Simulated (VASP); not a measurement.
# LiH2 (C2/m) in VASP: relaxation of cell and atoms with PBE

Aim: the relaxation of cell and atoms of LiH2 with PBE.

Everything below comes from runs of VASP 6.6.1. Logs are shortened: lines on timing, memory, paths and dates and some standing lists are left out, and cuts for length are marked.

## Step 1: The cell of the first run

It takes space group C2/m (No. 12, monoclinic). The conventional cell has a = 5.288 Å, b = 3.056 Å, c = 3.081 Å, α = 90.00°, β = 125.00°, γ = 90.00°. Li (site symmetry 2/m) has 8 H at 1.87 to 1.88 Å within 2.5 Å. H (site symmetry m) has 4 Li at 1.87 to 1.88 Å and 6 H at 2.15 to 2.19 Å within 2.5 Å.

## Step 2: Relaxation of cell and atoms, PBE (atoms taken out)

INCAR reads:

```
SYSTEM = LiH2
PREC = Accurate
ENCUT = 600
EDIFF = 1E-6
ISMEAR = 0
SIGMA = 0.1
LREAL = .False.
LASPH = .True.
NELM = 100
ALGO = Normal
ISIF = 3
LWAVE = .False.
LCHARG = .False.
GGA = PE
IBRION = 2
NSW = 90
EDIFFG = -0.025
```

KPOINTS reads:

```
Automatic mesh
0
Gamma
  14 16 16
  0 0 0
```

POSCAR reads:

```
LiH2
1.0
    1.4200276535      2.8936739319      2.8936739319
    2.1597543238     -0.0019872887      2.1588380814
    2.1597543238      2.1588380814     -0.0019872887
Li H
1 2
Direct
    0.5000000000      0.0000000000      0.0000000000
    0.2423387639      0.5053551670      0.5053551670
    0.7576612361      0.4946448330      0.4946448330
```

Potentials or basis: VASP PAW PBE potentials, release 64 (Li_sv, H).

Run with:

```bash
$ cat potpaw_PBE.64/Li_sv/POTCAR potpaw_PBE.64/H/POTCAR > POTCAR
$ mpirun -np 1 vasp_std > vasp.out
```

OUTCAR:

```text
SYSTEM = LiH2
   PREC = Accurate
   ENCUT = 600
   EDIFF = 1E-6
   ISMEAR = 0
   LREAL = .False.
   LASPH = .True.
   NELM = 100
   ISIF = 3
   GGA = PE
   IBRION = 2
   NSW = 90
   EDIFFG = -0.025

 ion  position               nearest neighbor table
   1  0.500  0.000  0.000-
   2  0.242  0.505  0.505-
   3  0.758  0.495  0.495-

  LATTYP: Found a base centered monoclinic cell.
 ALAT       =     5.2879264027
 B/A-ratio  =     0.5778954379
 C/A-ratio  =     0.5826555894
 COS(beta)  =    -0.5736385373

  Lattice vectors:

 A1 = (  -2.1597543238,  -2.1588380814,   0.0019872887)
 A2 = (  -2.1597543238,   0.0019872887,  -2.1588380814)
 A3 = (   2.8994809941,  -0.7368231392,  -0.7368231392)

Analysis of symmetry for initial positions (statically):
=====================================================================
 Subroutine PRICEL returns:
 Original cell was already a primitive cell.

 Routine SETGRP: Setting up the symmetry group for a
 base centered monoclinic supercell.

 Subroutine GETGRP returns: Found  4 space group operations
 (whereof  4 operations were pure point group operations)
 out of a pool of  4 trial point group operations.

The static configuration has the point symmetry C_2h.

Analysis of symmetry for dynamics (positions and initial velocities):
=====================================================================
 Subroutine PRICEL returns:
 Original cell was already a primitive cell.

 Routine SETGRP: Setting up the symmetry group for a
 base centered monoclinic supercell.

 Subroutine GETGRP returns: Found  4 space group operations
 (whereof  4 operations were pure point group operations)
 out of a pool of  4 trial point group operations.

The dynamic configuration has the point symmetry C_2h.

 Subroutine INISYM returns: Found  4 space group operations
 (whereof  4 operations are pure point group operations),
 and found     1 'primitive' translations

----------------------------------------------------------------------------------------

                                     Primitive cell

  volume of cell :      20.3905

  direct lattice vectors                    reciprocal lattice vectors
     1.420027654  2.893673932  2.893673932    -0.228565625  0.228873318  0.228873318
     2.159754324 -0.001987289  2.158838081     0.306648190 -0.306634593  0.156151532
     2.159754324  2.158838081 -0.001987289     0.306648190  0.156151532 -0.306634593

  length of vectors
     4.331648207  3.053706690  3.053706690     0.396242649  0.460913427  0.460913427

  position of ions in fractional coordinates (direct lattice)
     0.500000000  0.000000000  0.000000000
     0.242338764  0.505355167  0.505355167
     0.757661236  0.494644833  0.494644833

  ion indices of the primitive-cell ions
   primitive index   ion index
                 1           1
                 2           2
                 3           3

----------------------------------------------------------------------------------------

 KPOINTS: Automatic mesh

Automatic generation of k-mesh.
 Grid dimensions read from file:
 generate k-points for:   14   16   16

 Generating k-lattice:

  Cartesian coordinates                     Fractional coordinates (reciprocal lattice)
    -0.016326116  0.016348094  0.016348094     0.071428571 -0.000000000 -0.000000000
     0.019165512 -0.019164662  0.009759471     0.000000000  0.062500000  0.000000000
     0.019165512  0.009759471 -0.019164662     0.000000000  0.000000000  0.062500000

  Length of vectors
     0.028303046  0.028807089  0.028807089

  Shift w.r.t. Gamma in fractional coordinates (k-lattice)
     0.000000000  0.000000000  0.000000000

 Subroutine IBZKPT returns following result:
 ===========================================

 Found    962 irreducible k-points:

 Following reciprocal coordinates:
            Coordinates               Weight
  0.000000  0.000000  0.000000      1.000000
  0.071429  0.000000  0.000000      2.000000
  0.142857  0.000000 -0.000000      2.000000
  0.214286  0.000000  0.000000      2.000000
  0.285714  0.000000  0.000000      2.000000
  0.357143  0.000000  0.000000      2.000000
[... 16 lines left out ...]
  0.000000  0.125000 -0.000000      4.000000
  0.071429  0.125000 -0.000000      4.000000
 [... further k-points ...]
   k-points           NKPTS =    962   k-points in BZ     NKDIM =    962   number of bands    NBANDS=      6
   number of dos      NEDOS =    301   number of ions     NIONS =      3
   total plane-waves  NPLWV =  20736
   dimension x,y,z NGX =    36 NGY =   24 NGZ =   24
   dimension x,y,z NGXF=    72 NGYF=   48 NGZF=   48
   ions per type =               1   2
   NGX,Y,Z   is equivalent  to a cutoff of  13.82, 13.07, 13.07 a.u.
   NGXF,Y,Z  is equivalent  to a cutoff of  27.63, 26.13, 26.13 a.u.
 SYSTEM =  LiH2
   PREC   = accura    normal or accurate (medium, high low for compatibility)
   ISTART =      0    job   : 0-new  1-cont  2-samecut
   ICHARG =      2    charge: 1-file 2-atom 10-const
   ISPIN  =      1    spin polarized calculation?
   LNONCOLLINEAR =      F non collinear calculations
   LSORBIT =      F    spin-orbit coupling
   LASPH  =      T    aspherical Exc in radial PAW
   ENCUT  =  600.0 eV  44.10 Ry    6.64 a.u.   8.65  6.10  6.10*2*pi/ulx,y,z
   NELM   =    100;   NELMIN=  2; NELMDL= -5     # of ELM steps
   EDIFF  = 0.1E-05   stopping-criterion for ELM
   LREAL  =      F    real-space projection
   EDIFFG = -.3E-01   stopping-criterion for IOM
   NSW    =     90    number of steps for IOM
   IBRION =      2    ionic relax: 0-MD 1-quasi-New 2-CG
   NFREE  =      1    steps in history (QN), initial steepest desc. (CG)
   ISIF   =      3    stress and relaxation
   ISYM   =      2    0-nonsym 1-usesym 2-fastsym
   POTIM  = 0.5000    time-step for ionic-motion
   TEBEG  =    0.0;   TEEND  =   0.0 temperature during run
   PSTRESS=    0.0 pullay stress
   NELECT =       5.0000    total number of electrons
   NUPDOWN=      -1.0000    fix difference up-down
   EMIN   =  10.00;   EMAX   =-10.00  energy-range for DOS
   EFERMI =   0.00;   METHOD = LEGACY
   ISMEAR =     0;   SIGMA  =   0.10  broadening in eV -4-tet -1-fermi 0-gaus
   EFERMI_NEDOS =   21; number of points for ismear=-14 and -15
   IALGO  =     38    algorithm
   IMIX   =      4    mixing-type and parameters
     AMIX     =   0.40;   BMIX     =  1.00
     AMIX_MAG =   1.60;   BMIX_MAG =  1.00
  volume/ion in A,a.u.               =       6.80        45.87
  Fermi-wavevector in a.u.,A,eV,Ry     =   1.024681  1.936366 14.285716  1.049970
  Thomas-Fermi vector in A             =   2.158481
   LORBIT       =      0    0 simple, 1 ext, 2 COOP (PROOUT), +10 PAW based schemes
   GGA     = PE    functional components
   LHFCALC =     F    Hartree Fock is set to
   AEXX    =    0.0000 exact exchange contribution
   IVDW    =     0    specifies the selected vdW correction
   LEPSILON=     F    determine dielectric tensor
   LRPA    =     F    only Hartree local field effects (RPA)
 conjugate gradient relaxation of ions
 non-spin polarized calculation
 Gauss-broadening in eV      SIGMA  =   0.10
  energy-cutoff  :      600.00
  volume of cell :       20.39
 maximum number of plane-waves:       692
   NGX = 17   NGY = 13   NGZ = 13

 number of electron       5.0000000 magnetization

 Free energy of the ion-electron system (eV)
  ---------------------------------------------------
  ext. energy  EPLUGINS =         0.00000000
  ---------------------------------------------------
  free energy    TOTEN  =        -7.89398501 eV

  energy without entropy =       -7.89128924  energy(sigma->0) =       -7.89263713

 E-fermi :  -0.2983     XC(G=0):  -8.7611

 val. band max:       -0.3010704729   @ k =   0.4286   0.5000   0.2500
 cond. band min:      -0.2951860528   @ k =  -0.0714  -0.4375   0.3750
 fundamental gap:      0.0058844201
 Fermi energy:        -0.2982553513

 k-point     1 :       0.0000    0.0000    0.0000
  band No.  band energies     occupation
      1     -44.1692      2.00000
      2      -7.2068      2.00000
      3       4.7000      0.00000
      4      15.0684      0.00000
      5      15.3714      0.00000
      6      15.3733      0.00000

 k-point     2 :       0.0714    0.0000    0.0000
  band No.  band energies     occupation
      1     -44.1681      2.00000
      2      -7.1233      2.00000
      3       4.4707      0.00000
      4      13.7450      0.00000
      5      14.8512      0.00000
      6      14.8553      0.00000

 k-point     3 :       0.1429    0.0000   -0.0000
  band No.  band energies     occupation
      1     -44.1649      2.00000
      2      -6.8729      2.00000
      3       3.7730      0.00000
      4      12.5600      0.00000
      5      14.1434      0.00000
      6      14.1531      0.00000

 k-point     4 :       0.2143    0.0000    0.0000
  band No.  band energies     occupation
      1     -44.1603      2.00000
      2      -6.4541      2.00000
      3       2.6599      0.00000
      4      11.9715      0.00000
      5      13.5814      0.00000
      6      13.5976      0.00000

 k-point     5 :       0.2857    0.0000    0.0000
  band No.  band energies     occupation
      1     -44.1552      2.00000
      2      -5.8686      2.00000
      3       1.3020      0.00000
      4      11.8200      0.00000
      5      13.1937      0.00000
      6      13.2168      0.00000
[... 136 lines left out ...]
 k-point    21 :      -0.1429    0.0625   -0.0000
  band No.  band energies     occupation
      1     -44.1616      2.00000
      2      -6.5926      2.00000
      3       3.1094      0.00000
      4      11.9174      0.00000
      5      12.7398      0.00000
      6      14.7073      0.00000

 k-point    22 :      -0.0714    0.0625    0.0000
  band No.  band energies     occupation
      1     -44.1657      2.00000
      2      -6.9401      2.00000
      3       4.0217      0.00000
      4      12.7484      0.00000
      5      13.3516      0.00000
      6      15.1879      0.00000

 k-point    23 :       0.0000    0.1250   -0.0000
  band No.  band energies     occupation
      1     -44.1646      2.00000
      2      -6.8621      2.00000
      3       3.9524      0.00000
      4      12.4405      0.00000
      5      12.6612      0.00000
      6      15.0749      0.00000

 k-point    24 :       0.0714    0.1250   -0.0000
  band No.  band energies     occupation
      1     -44.1661      2.00000
      2      -6.9706      2.00000
      3       4.1381      0.00000
      4      12.9822      0.00000
      5      13.5404      0.00000
      6      14.9262      0.00000

 [... further k-points ...]
[... 5 lines left out ...]
  --------------------------------------------------------------------------------------
  -------------------------------------------------------------------------------------
  Total       -0.0216157     -0.0175839     -0.0175839      0.0038840     -0.0202992      0.0038840
  in kB       -1.6984393     -1.3816431     -1.3816431      0.3051870     -1.5950005      0.3051866
  external PRESSURE =      -1.4872418 kB  Pullay stress =       0.0000000 kB

 VOLUME and BASIS-vectors are now :
 -----------------------------------------------------------------------------
  energy-cutoff  :      600.00
  volume of cell :       20.39
      direct lattice vectors                 reciprocal lattice vectors
     1.420027654  2.893673932  2.893673932    -0.228565625  0.228873318  0.228873318
     2.159754324 -0.001987289  2.158838081     0.306648190 -0.306634593  0.156151532
     2.159754324  2.158838081 -0.001987289     0.306648190  0.156151532 -0.306634593

 POSITION                                       TOTAL-FORCE (eV/Angst)
 -----------------------------------------------------------------------------------
      0.71001      1.44684      1.44684        -0.000000     -0.000000     -0.000000
      2.52701      1.79123      1.79123        -0.003796      0.000200      0.000200
      3.21252      3.25930      3.25930         0.003796     -0.000200     -0.000200
 -----------------------------------------------------------------------------------
    total drift:                               -0.000000     -0.000000      0.000000

  FREE ENERGIE OF THE ION-ELECTRON SYSTEM (eV)
  ---------------------------------------------------
  free  energy   TOTEN  =        -7.8939850144 eV

  energy  without entropy=       -7.8912892448  energy(sigma->0) =       -7.89263713

 reached required accuracy - stopping structural energy minimisation
```

It took 2.3 min on 1 thread of Intel Xeon 8259CL, shared host; peak memory 0.27 GiB.

What came out:

```yaml
Free_energy: -7.8940 eV
Pressure_after_relaxing: -0.1 GPa
Largest_force_after_relaxing: 0.004 eV/Å
Band_gap_on_the_k_mesh: zero (an odd number of electrons rules out a gap without spin polarisation)
```

Forces in eV/Å, atoms in the order of the input:
```
Li   0.000  0.000  0.000
H   -0.004  0.000  0.000
H    0.004  0.000  0.000
```

Final structure:
```
Li H
1.0
     1.42003    2.89367    2.89367
     2.15975   -0.00199    2.15884
     2.15975    2.15884   -0.00199
Li H
1 2
Cartesian
  0.7100 1.4468 1.4468
  2.5270 1.7912 1.7912
  3.2125 3.2593 3.2593
```

Levels at points of the mesh, in eV from the Fermi level:
| k point | band 1 | band 2 | band 3 | band 4 | band 5 | band 6 |
| --- | --- | --- | --- | --- | --- | --- |
| (0.00, 0.00, 0.00) | -43.87 | -6.91 | 5.00 | 15.37 | 15.67 | 15.67 |
| (0.50, 0.00, 0.00) | -43.85 | -3.40 | -1.84 | 12.26 | 13.13 | 13.17 |
| (0.00, 0.50, 0.00) | -43.84 | -3.33 | 1.45 | 5.19 | 8.44 | 8.66 |
| (0.50, 0.50, 0.00) | -43.85 | -3.16 | -1.94 | 11.87 | 12.88 | 13.09 |
| (0.00, 0.50, 0.50) | -43.84 | -3.31 | 1.42 | 5.21 | 8.41 | 8.64 |
| (0.50, 0.50, 0.50) | -43.85 | -3.14 | -1.95 | 11.85 | 12.91 | 13.06 |

Caveat: the cell differs from its parent crystal (atoms taken out); the cutoff is under 1.25 times the usual one of these potentials, so pressure, stress and relaxed cells hold a basis-set (Pulay) error; the relaxation stopped at its first step, so nothing moved.
